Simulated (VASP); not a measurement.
# TlBr (Pm-3m) in VASP: further runs, part 2 of 3

VASP 6.6.1. Earlier steps stand in the parts before.

## Step 3: Single point, PBE (strained)

File INCAR:

```
PREC     = Accurate       # precision mode
ENCUT    = 500            # plane-wave cutoff, eV
EDIFF    = 1E-6           # SCF threshold, eV
ISMEAR   = 0              # smearing method
SIGMA    = 0.02           # smearing width, eV
LREAL    = False          # projectors in reciprocal space
LASPH    = True           # aspherical terms in the spheres
NELM     = 120            # most SCF steps
ALGO     = Normal         # electronic algorithm
ISIF     = 2              # what is computed and relaxed
LWAVE    = False          # write WAVECAR
LCHARG   = True           # write CHGCAR
GGA      = PE             # functional
LELF     = True           # ELF
LVHAR    = True         
NBANDS   = 17             # bands
GGA_COMPAT= False
```

File KPOINTS:

```
regular mesh
0
Gamma
  8 8 8
```

File POSCAR:

```
TlBr
1.0
    3.8459772000      0.0000000000      0.0000000000
    0.0000000000      3.8459772000      0.0000000000
    0.0000000000      0.0000000000      3.8459772000
Tl Br
1 1
Direct
    0.0000000000      0.0000000000      0.0000000000
    0.5000000000      0.5000000000      0.5000000000
```

Potentials or basis: VASP PAW PBE potentials, release 64 (Tl_d, Br).

Run with:

```bash
cat potpaw_PBE.64/Tl_d/POTCAR potpaw_PBE.64/Br/POTCAR > POTCAR
mpirun -np 1 vasp_std > vasp.out
```

OUTCAR:

```text
PREC = Accurate
   ENCUT = 500
   EDIFF = 1E-6
   ISMEAR = 0
   LREAL = False
   LASPH = True
   NELM = 120
   ISIF = 2
   GGA = PE

 ion  position               nearest neighbor table
   1  0.000  0.000  0.000-   2 3.33   2 3.33   2 3.33   2 3.33   2 3.33   2 3.33   2 3.33   2 3.33

   2  0.500  0.500  0.500-   1 3.33   1 3.33   1 3.33   1 3.33   1 3.33   1 3.33   1 3.33   1 3.33

  LATTYP: Found a simple cubic cell.
 ALAT       =     3.8459772000

  Lattice vectors:

 A1 = (   3.8459772000,   0.0000000000,   0.0000000000)
 A2 = (   0.0000000000,   3.8459772000,   0.0000000000)
 A3 = (   0.0000000000,   0.0000000000,   3.8459772000)

Analysis of symmetry for initial positions (statically):
=====================================================================
 Subroutine PRICEL returns:
 Original cell was already a primitive cell.

 Routine SETGRP: Setting up the symmetry group for a
 simple cubic supercell.

 Subroutine GETGRP returns: Found 48 space group operations
 (whereof 48 operations were pure point group operations)
 out of a pool of 48 trial point group operations.

The static configuration has the point symmetry O_h .

Analysis of symmetry for dynamics (positions and initial velocities):
=====================================================================
 Subroutine PRICEL returns:
 Original cell was already a primitive cell.

 Routine SETGRP: Setting up the symmetry group for a
 simple cubic supercell.

 Subroutine GETGRP returns: Found 48 space group operations
 (whereof 48 operations were pure point group operations)
 out of a pool of 48 trial point group operations.

The dynamic configuration has the point symmetry O_h .

 Subroutine INISYM returns: Found 48 space group operations
 (whereof 48 operations are pure point group operations),
 and found     1 'primitive' translations

----------------------------------------------------------------------------------------

                                     Primitive cell
[... 110 lines left out ...]
     AMIX     =   0.40;   BMIX     =  1.00
     AMIX_MAG =   1.60;   BMIX_MAG =  1.00
  volume/ion in A,a.u.               =      28.44       191.95
  Fermi-wavevector in a.u.,A,eV,Ry     =   1.155433  2.183452 18.164126  1.335026
  Thomas-Fermi vector in A             =   2.292062
   LORBIT       =      0    0 simple, 1 ext, 2 COOP (PROOUT), +10 PAW based schemes
   GGA     = PE    functional components
   LHFCALC =     F    Hartree Fock is set to
   AEXX    =    0.0000 exact exchange contribution
   IVDW    =     0    specifies the selected vdW correction
   LEPSILON=     F    determine dielectric tensor
   LRPA    =     F    only Hartree local field effects (RPA)
 non-spin polarized calculation
 Gauss-broadening in eV      SIGMA  =   0.02
  energy-cutoff  :      500.00
  volume of cell :       56.89
 maximum number of plane-waves:      1472
   NGX = 15   NGY = 15   NGZ = 15

 number of electron      19.9999993 magnetization

 Free energy of the ion-electron system (eV)
  ---------------------------------------------------
  ext. energy  EPLUGINS =         0.00000000
  ---------------------------------------------------
  free energy    TOTEN  =        -5.42606431 eV

  energy without entropy =       -5.42606431  energy(sigma->0) =       -5.42606431

 E-fermi :   3.7437     XC(G=0):  -9.4661

 val. band max:        3.5839091610   @ k =   0.5000   0.0000   0.0000
 cond. band min:       5.1432842007   @ k =   0.5000   0.0000   0.0000
 fundamental gap:      1.5593750397
 Fermi energy:         3.7436790403

 k-point     1 :       0.0000    0.0000    0.0000
  band No.  band energies     occupation
      1     -10.8396      2.00000
      2      -6.7982      2.00000
      3      -6.7982      2.00000
      4      -6.5601      2.00000
      5      -6.5601      2.00000
      6      -6.5601      2.00000
[... 457 lines left out ...]
      4      -6.6317      2.00000
      5      -6.5776      2.00000
      6      -6.5087      2.00000
[... 9 lines left out ...]
     16      14.5595      0.00000
     17      16.7534      0.00000

 [... further k-points ...]

------------------------ aborting loop because EDIFF is reached ----------------------------------------

  FORCE on cell =-STRESS in cart. coord.  units (eV):
  Direction    XX          YY          ZZ          XY          YZ          ZX
  --------------------------------------------------------------------------------------
  -------------------------------------------------------------------------------------
  Total        1.6325448      1.6325448      1.6325448      0.0000000     -0.0000000     -0.0000000
  in kB       45.9785825     45.9785825     45.9785825      0.0000000     -0.0000000     -0.0000000
  external PRESSURE =      45.9785825 kB  Pullay stress =       0.0000000 kB

 VOLUME and BASIS-vectors are now :
 -----------------------------------------------------------------------------
  energy-cutoff  :      500.00
  volume of cell :       56.89
      direct lattice vectors                 reciprocal lattice vectors
     3.845977200  0.000000000  0.000000000     0.260011942  0.000000000  0.000000000
     0.000000000  3.845977200  0.000000000     0.000000000  0.260011942  0.000000000
     0.000000000  0.000000000  3.845977200     0.000000000  0.000000000  0.260011942

 POSITION                                       TOTAL-FORCE (eV/Angst)
 -----------------------------------------------------------------------------------
      0.00000      0.00000      0.00000         0.000000      0.000000      0.000000
      1.92299      1.92299      1.92299         0.000000      0.000000      0.000000
 -----------------------------------------------------------------------------------
    total drift:                               -0.000000      0.000000      0.000000

  FREE ENERGIE OF THE ION-ELECTRON SYSTEM (eV)
  ---------------------------------------------------
  free  energy   TOTEN  =        -5.4260643058 eV

  energy  without entropy=       -5.4260643058  energy(sigma->0) =       -5.42606431
```

OSZICAR:

```text
N       E                     dE             d eps       ncg     rms          rms(c)
DAV:   1     0.100080059837E+03    0.10008E+03   -0.97983E+03  1222   0.101E+03
DAV:   2    -0.194105705325E+01   -0.10202E+03   -0.98125E+02  1511   0.228E+02
DAV:   3    -0.561266183301E+01   -0.36716E+01   -0.36612E+01  1373   0.380E+01
DAV:   4    -0.563373306024E+01   -0.21071E-01   -0.21070E-01  1528   0.342E+00
DAV:   5    -0.563394108659E+01   -0.20803E-03   -0.20803E-03  1447   0.325E-01    0.353E+00
DAV:   6    -0.544377603596E+01    0.19017E+00   -0.29136E-01  1298   0.285E+00    0.209E+00
DAV:   7    -0.542555760695E+01    0.18218E-01   -0.97879E-02  1291   0.145E+00    0.980E-01
DAV:   8    -0.542616572028E+01   -0.60811E-03   -0.12381E-02  1398   0.740E-01    0.158E-01
DAV:   9    -0.542598526316E+01    0.18046E-03   -0.73596E-04  1368   0.174E-01    0.523E-02
DAV:  10    -0.542606191683E+01   -0.76654E-04   -0.16859E-04  1321   0.706E-02    0.152E-02
DAV:  11    -0.542606449146E+01   -0.25746E-05   -0.27468E-05  1405   0.368E-02    0.840E-03
DAV:  12    -0.542606430578E+01    0.18568E-06   -0.38561E-06  1274   0.101E-02
   1 F= -.54260643E+01 E0= -.54260643E+01  d E =-.127454E-31
```

stdout:

```text
POSCAR found type information on POSCAR TlBr
 POSCAR found :  2 types and       2 ions
 scaLAPACK will be used
 LDA part: xc-table for (Slater+PW92), standard interpolation
 POSCAR, INCAR and KPOINTS ok, starting setup
 FFT: planning ... GRIDC
 FFT: planning ... GRID_SOFT
 FFT: planning ... GRID
 WAVECAR not read
 entering main loop
```

It took 39 s on 1 thread of Intel Xeon 8259CL, shared host; peak memory 0.17 GiB.

Results:

```yaml
Free_energy: -5.4261 eV
Pressure: 4.6 GPa
Band_gap_on_the_k_mesh: 1.56 eV
```

Caveat: the cell differs from its parent crystal (strained); the cell stands under pressure; spin-orbit coupling is left out, which moves the levels of the heavy elements. A k mesh can miss the band edges.

## Step 4: Single point, PBEsol (strained)

File INCAR:

```
SYSTEM = TlBr
ALGO = Normal ; EDIFF = 1E-6
ENCUT = 500 ; GGA = PS
GGA_COMPAT = .False. ; ISIF = 2
ISMEAR = 0 ; LASPH = .True.
LCHARG = .False. ; LREAL = .False.
LWAVE = .False. ; NBANDS = 17
NELM = 120 ; PREC = Accurate
SIGMA = 0.02
```

File KPOINTS:

```
k-points
0
Gamma
  8 8 8
  0 0 0
```

File POSCAR:

```
TlBr
1.0
    3.9395104000      0.0000000000      0.0000000000
    0.0000000000      3.9395104000      0.0000000000
    0.0000000000      0.0000000000      3.9395104000
Tl Br
1 1
Direct
    0.0000000000      0.0000000000      0.0000000000
    0.5000000000      0.5000000000      0.5000000000
```

Run with:

```bash
cat potpaw_PBE.64/Tl_d/POTCAR potpaw_PBE.64/Br/POTCAR > POTCAR
mpirun -np 1 vasp_std > vasp.out
```

Run time: 47 s. Hardware: 1 thread of Intel Xeon 8259CL, shared host; peak memory 0.19 GiB.

It converged, with:

* Free energy: -6.0299 eV
* Pressure: -0.5 GPa
* Band gap on the k mesh: 1.65 eV

Levels at points of the mesh, in eV from the valence-band top:
| k point | band 8 | band 9 | band 10 | band 11 | band 12 | band 13 |
| --- | --- | --- | --- | --- | --- | --- |
| (0.00, 0.00, 0.00) | -1.45 | -1.45 | -1.45 | 6.78 | 6.78 | 7.27 |
| (0.50, 0.00, 0.00) | -0.91 | -0.91 | 0.00 | 1.65 | 5.68 | 5.68 |
| (0.50, 0.50, 0.00) | -3.20 | -3.20 | -0.82 | 4.83 | 4.83 | 7.42 |
| (0.50, 0.50, 0.50) | -2.10 | -2.10 | -2.10 | 1.90 | 1.90 | 1.90 |

Caveat: the cell differs from its parent crystal (strained); the PAW data sets were made with another functional, which shifts forces and pressure a little; spin-orbit coupling is left out, which moves the levels of the heavy elements.

(Continued in part 3 of 3.)
